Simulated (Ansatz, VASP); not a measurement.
**LiCl in VASP and in Ansatz**

```
Li Cl
1.0
     0.00000    2.58135    2.58135
     2.58135    0.00000    2.58135
     2.58135    2.58135    0.00000
Li Cl
1 1
Direct
  0.00000 0.00000 0.00000
  0.50000 0.50000 0.50000
```

Alike in both runs: task single point; functional r2SCAN; k mesh 8 × 8 × 8; no spin polarisation.

|  | VASP | Ansatz |
| --- | --- | --- |
| version | VASP 6.6.1 | Ansatz 0.2.0 |
| potentials or method | VASP PAW PBE potentials, release 64 (Li_sv, Cl) | plane waves, PAW |
| plane-wave cutoff (eV) | 520 | 500 |
| occupations | gaussian, width 0.01 eV | fixed |
| valence electrons in the cell | 10 | 10 |

|  | VASP | Ansatz | Ansatz less VASP |
| --- | --- | --- | --- |
| gap on the k mesh at the Fermi level (eV) | 7.18 | 7.11 | -0.066 |

VASP's potentials were made for PBE, not for r2SCAN.

Noted on VASP's run: the cutoff is short for stress, so the pressure is rough.
